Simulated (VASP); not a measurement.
# Y in VASP: single point with PBEsol

Aim: the single point of Y with PBEsol.

All numbers are computed with VASP 6.6.1; they aren't measurements. Logs are shortened: lines on timing, memory, paths and dates and some standing lists are left out, and cuts for length are marked.

### 1 The cell of the first run

The cell holds a slab with vacuum, 2 atoms: a = 4.180 Å, b = 4.180 Å, c = 12.120 Å, α = 90.00°, β = 90.00°, γ = 120.00°.

### 2 Single point, PBEsol

Contents of INCAR:

```
PREC = Accurate
ENCUT = 520
EDIFF = 1E-6
ISMEAR = 1
SIGMA = 0.1
LREAL = False
LASPH = True
NELM = 60
ALGO = Normal
ISIF = 2
LWAVE = False
LCHARG = False
GGA = PS
NBANDS = 18
```

Contents of KPOINTS:

```
Automatic mesh
0
Gamma
  6 6 2
```

Contents of POSCAR:

```
Y
1.0
    4.1799250000      0.0000000000      0.0000000000
   -2.0899630000      3.6199210000      0.0000000000
    0.0000000000      0.0000000000     12.1196730000
Y
2
Direct
    0.0000000000      0.0000000000      0.8337420000
    0.0000000000      0.0000000000      0.1662580000
```

Potentials or basis: VASP PAW PBE potentials, release 64 (Y_sv).

Command:

```
$ cat potpaw_PBE.64/Y_sv/POTCAR > POTCAR
$ mpirun -np 1 vasp_std > vasp.out
```

OUTCAR:

```text
PREC = Accurate
   ENCUT = 520
   EDIFF = 1E-6
   ISMEAR = 1
   LREAL = False
   LASPH = True
   NELM = 60
   ISIF = 2
   GGA = PS

 ion  position               nearest neighbor table
   1  0.000  0.000  0.834-   2 4.03
   2  0.000  0.000  0.166-   1 4.03

  LATTYP: Found a hexagonal cell.
 ALAT       =     4.1799250000
 C/A-ratio  =     2.8994953259

  Lattice vectors:

 A1 = (   4.1799250000,   0.0000000000,   0.0000000000)
 A2 = (  -2.0899630000,   3.6199210000,   0.0000000000)
 A3 = (   0.0000000000,   0.0000000000,  12.1196730000)

Analysis of symmetry for initial positions (statically):
=====================================================================
 Subroutine PRICEL returns:
 Original cell was already a primitive cell.

 Routine SETGRP: Setting up the symmetry group for a
 hexagonal supercell.

 Subroutine GETGRP returns: Found 24 space group operations
 (whereof 24 operations were pure point group operations)
 out of a pool of 24 trial point group operations.

The static configuration has the point symmetry D_6h.

Analysis of symmetry for dynamics (positions and initial velocities):
=====================================================================
 Subroutine PRICEL returns:
 Original cell was already a primitive cell.

 Routine SETGRP: Setting up the symmetry group for a
 hexagonal supercell.

 Subroutine GETGRP returns: Found 24 space group operations
 (whereof 24 operations were pure point group operations)
 out of a pool of 24 trial point group operations.

The dynamic configuration has the point symmetry D_6h.

 Subroutine INISYM returns: Found 24 space group operations
 (whereof 24 operations are pure point group operations),
 and found     1 'primitive' translations

----------------------------------------------------------------------------------------

                                     Primitive cell

  volume of cell :     183.3828

  direct lattice vectors                    reciprocal lattice vectors
     4.179925000  0.000000000  0.000000000     0.239238742  0.138124594  0.000000000
    -2.089963000  3.619921000  0.000000000     0.000000000  0.276249123  0.000000000
     0.000000000  0.000000000 12.119673000     0.000000000  0.000000000  0.082510477

  length of vectors
     4.179925000  4.179925046 12.119673000     0.276249126  0.276249123  0.082510477

  position of ions in fractional coordinates (direct lattice)
     0.000000000  0.000000000  0.833742000
     0.000000000  0.000000000  0.166258000

  ion indices of the primitive-cell ions
   primitive index   ion index
                 1           1
                 2           2

----------------------------------------------------------------------------------------

 KPOINTS: Automatic mesh

Automatic generation of k-mesh.
 Grid dimensions read from file:
 generate k-points for:    6    6    2

 Generating k-lattice:

  Cartesian coordinates                     Fractional coordinates (reciprocal lattice)
     0.039873124  0.023020766  0.000000000     0.166666667  0.000000000  0.000000000
     0.000000000  0.046041520  0.000000000     0.000000000  0.166666667  0.000000000
     0.000000000  0.000000000  0.041255238     0.000000000  0.000000000  0.500000000

  Length of vectors
     0.046041521  0.046041520  0.041255238

  Shift w.r.t. Gamma in fractional coordinates (k-lattice)
     0.000000000  0.000000000  0.000000000

 Subroutine IBZKPT returns following result:
 ===========================================

 Found     14 irreducible k-points:

 Following reciprocal coordinates:
            Coordinates               Weight
  0.000000  0.000000  0.000000      1.000000
  0.166667  0.000000  0.000000      6.000000
  0.333333  0.000000  0.000000      6.000000
  0.500000  0.000000  0.000000      3.000000
  0.166667  0.166667  0.000000      6.000000
  0.333333  0.166667  0.000000     12.000000
  0.333333  0.333333  0.000000      2.000000
  0.000000  0.000000  0.500000      1.000000
  0.166667  0.000000  0.500000      6.000000
  0.333333  0.000000  0.500000      6.000000
  0.500000  0.000000  0.500000      3.000000
  0.166667  0.166667  0.500000      6.000000
  0.333333  0.166667  0.500000     12.000000
  0.333333  0.333333  0.500000      2.000000
   k-points           NKPTS =     14   k-points in BZ     NKDIM =     14   number of bands    NBANDS=     18
   number of dos      NEDOS =    301   number of ions     NIONS =      2
   total plane-waves  NPLWV =  92160
   dimension x,y,z NGX =    32 NGY =   32 NGZ =   90
   dimension x,y,z NGXF=    64 NGYF=   64 NGZF=  180
   ions per type =               2
   NGX,Y,Z   is equivalent  to a cutoff of  12.73, 12.73, 12.35 a.u.
   NGXF,Y,Z  is equivalent  to a cutoff of  25.45, 25.45, 24.69 a.u.
 SYSTEM =  unknown system
   PREC   = accura    normal or accurate (medium, high low for compatibility)
   ISTART =      0    job   : 0-new  1-cont  2-samecut
   ICHARG =      2    charge: 1-file 2-atom 10-const
   ISPIN  =      1    spin polarized calculation?
   LNONCOLLINEAR =      F non collinear calculations
   LSORBIT =      F    spin-orbit coupling
   LASPH  =      T    aspherical Exc in radial PAW
   ENCUT  =  520.0 eV  38.22 Ry    6.18 a.u.   7.77  7.77 22.53*2*pi/ulx,y,z
   NELM   =     60;   NELMIN=  2; NELMDL= -5     # of ELM steps
   EDIFF  = 0.1E-05   stopping-criterion for ELM
   LREAL  =      F    real-space projection
   EDIFFG = 0.1E-04   stopping-criterion for IOM
   NSW    =      0    number of steps for IOM
   IBRION =     -1    ionic relax: 0-MD 1-quasi-New 2-CG
   NFREE  =      0    steps in history (QN), initial steepest desc. (CG)
   ISIF   =      2    stress and relaxation
   ISYM   =      2    0-nonsym 1-usesym 2-fastsym
   POTIM  = 0.5000    time-step for ionic-motion
   TEBEG  =    0.0;   TEEND  =   0.0 temperature during run
   PSTRESS=    0.0 pullay stress
   NELECT =      22.0000    total number of electrons
   NUPDOWN=      -1.0000    fix difference up-down
   EMIN   =  10.00;   EMAX   =-10.00  energy-range for DOS
   EFERMI =   0.00;   METHOD = LEGACY
   ISMEAR =     1;   SIGMA  =   0.10  broadening in eV -4-tet -1-fermi 0-gaus
   EFERMI_NEDOS =   21; number of points for ismear=-14 and -15
   IALGO  =     38    algorithm
   IMIX   =      4    mixing-type and parameters
     AMIX     =   0.40;   BMIX     =  1.00
     AMIX_MAG =   1.60;   BMIX_MAG =  1.00
  volume/ion in A,a.u.               =      91.69       618.76
  Fermi-wavevector in a.u.,A,eV,Ry     =   0.807414  1.525791  8.869872  0.651917
  Thomas-Fermi vector in A             =   1.916029
   LORBIT       =      0    0 simple, 1 ext, 2 COOP (PROOUT), +10 PAW based schemes
   GGA     = PS    functional components
   LHFCALC =     F    Hartree Fock is set to
   AEXX    =    0.0000 exact exchange contribution
   IVDW    =     0    specifies the selected vdW correction
   LEPSILON=     F    determine dielectric tensor
   LRPA    =     F    only Hartree local field effects (RPA)
 non-spin polarized calculation
 Methfessel and Paxton  Order N= 1 SIGMA  =   0.10
  energy-cutoff  :      520.00
  volume of cell :      183.38
 maximum number of plane-waves:      4983
 NGX is ok and might be reduce to    32
   NGX = 15   NGY = 15   NGZ = 45

 number of electron      21.9999999 magnetization

 Free energy of the ion-electron system (eV)
  ---------------------------------------------------
  ext. energy  EPLUGINS =         0.00000000
  ---------------------------------------------------
  free energy    TOTEN  =        -9.68963314 eV

  energy without entropy =       -9.69850317  energy(sigma->0) =       -9.69258982

 E-fermi :  -0.5475     XC(G=0):  -5.6095

 val. band max:       -0.6855215601   @ k =   0.1667   0.1667   0.5000
 cond. band min:      -0.5184574376   @ k =   0.3333   0.1667   0.0000
 fundamental gap:      0.1670641224
 Fermi energy:        -0.5475470814

 k-point     1 :       0.0000    0.0000    0.0000
  band No.  band energies     occupation
      1     -44.9953      2.00000
      2     -44.9934      2.00000
      3     -24.9905      2.00000
      4     -24.9522      2.00000
      5     -24.8125      2.00000
      6     -24.8125      2.00000
[... 10 lines left out ...]
     17       0.5049     -0.00000
     18       1.1847     -0.00000

 k-point     2 :       0.1667    0.0000    0.0000
  band No.  band energies     occupation
      1     -44.9942      2.00000
      2     -44.9922      2.00000
      3     -24.9882      2.00000
      4     -24.9501      2.00000
      5     -24.8318      2.00000
      6     -24.8286      2.00000
[... 10 lines left out ...]
     17       0.8059     -0.00000
     18       1.1029     -0.00000

 k-point     3 :       0.3333    0.0000    0.0000
  band No.  band energies     occupation
      1     -44.9918      2.00000
      2     -44.9899      2.00000
      3     -24.9834      2.00000
      4     -24.9458      2.00000
      5     -24.8702      2.00000
      6     -24.8666      2.00000
[... 10 lines left out ...]
     17       1.0492     -0.00000
     18       1.3395     -0.00000

 k-point     4 :       0.5000    0.0000    0.0000
  band No.  band energies     occupation
      1     -44.9907      2.00000
      2     -44.9887      2.00000
      3     -24.9810      2.00000
      4     -24.9437      2.00000
      5     -24.8893      2.00000
      6     -24.8854      2.00000
[... 165 lines left out ...]
      4     -24.9469      2.00000
      5     -24.8571      2.00000
      6     -24.8535      2.00000
[... 10 lines left out ...]
     17       1.0471     -0.00000
     18       1.3136     -0.00000

 k-point    13 :       0.3333    0.1667    0.5000
  band No.  band energies     occupation
      1     -44.9907      2.00000
      2     -44.9887      2.00000
      3     -24.9810      2.00000
      4     -24.9437      2.00000
      5     -24.8796      2.00000
      6     -24.8758      2.00000
[... 10 lines left out ...]
     17       0.9509     -0.00000
     18       1.1307     -0.00000

 k-point    14 :       0.3333    0.3333    0.5000
  band No.  band energies     occupation
      1     -44.9901      2.00000
      2     -44.9882      2.00000
      3     -24.9798      2.00000
      4     -24.9426      2.00000
      5     -24.8666      2.00000
      6     -24.8666      2.00000
[... 10 lines left out ...]
     17       0.6852     -0.00000
     18       1.0924     -0.00000

------------------------ aborting loop because EDIFF is reached ----------------------------------------

  FORCE on cell =-STRESS in cart. coord.  units (eV):
  Direction    XX          YY          ZZ          XY          YZ          ZX
  --------------------------------------------------------------------------------------
  -------------------------------------------------------------------------------------
  Total       -6.9070295     -6.9070286     -2.7482651      0.0000010      0.0000000      0.0000000
  in kB      -60.3452944    -60.3452866    -24.0110263      0.0000083      0.0000000      0.0000000
  external PRESSURE =     -48.2338691 kB  Pullay stress =       0.0000000 kB

 VOLUME and BASIS-vectors are now :
 -----------------------------------------------------------------------------
  energy-cutoff  :      520.00
  volume of cell :      183.38
      direct lattice vectors                 reciprocal lattice vectors
     4.179925000  0.000000000  0.000000000     0.239238742  0.138124594  0.000000000
    -2.089963000  3.619921000  0.000000000     0.000000000  0.276249123  0.000000000
     0.000000000  0.000000000 12.119673000     0.000000000  0.000000000  0.082510477

 POSITION                                       TOTAL-FORCE (eV/Angst)
 -----------------------------------------------------------------------------------
      0.00000      0.00000     10.10468         0.000000     -0.000000      0.663779
      0.00000      0.00000      2.01499        -0.000000      0.000000     -0.663779
 -----------------------------------------------------------------------------------
    total drift:                                0.000000      0.000000     -0.000000

  FREE ENERGIE OF THE ION-ELECTRON SYSTEM (eV)
  ---------------------------------------------------
  free  energy   TOTEN  =        -9.6896331448 eV

  energy  without entropy=       -9.6985031653  energy(sigma->0) =       -9.69258982
```

Run time: 61 s. Hardware: 1 thread of AMD EPYC 7R13 (Zen 3), shared host; peak memory 0.26 GiB.

Results:

* Free energy: -9.6896 eV
* Largest force: 0.664 eV/Å
* Band gap on the k mesh: zero (bands 11 and 12 overlap by 0.04 eV)

Forces in eV/Å, atoms in the order of the input:
```
Y    0.000  0.000  0.664
Y    0.000  0.000 -0.664
```

Levels at points of the mesh, in eV from the Fermi level:
| k point | band 8 | band 9 | band 10 | band 11 | band 12 | band 13 | band 14 | band 15 |
| --- | --- | --- | --- | --- | --- | --- | --- | --- |
| (0.00, 0.00, 0.00) | -24.26 | -3.29 | -2.60 | -0.24 | 0.10 | 0.59 | 0.95 | 0.95 |
| (0.50, 0.00, 0.00) | -24.28 | -1.16 | -0.70 | -0.32 | 0.16 | 0.24 | 0.27 | 1.36 |
| (0.00, 0.00, 0.50) | -24.26 | -3.28 | -2.62 | -0.22 | 0.26 | 0.44 | 0.95 | 0.95 |
| (0.50, 0.00, 0.50) | -24.28 | -1.15 | -0.71 | -0.31 | 0.12 | 0.27 | 0.28 | 1.36 |

Caveat: there is no dipole correction, which matters where the two faces differ; the PAW data sets were made with another functional, which shifts forces and pressure a little.

The gap in the log of VASP goes by the Fermi energy; the results here count the filled bands.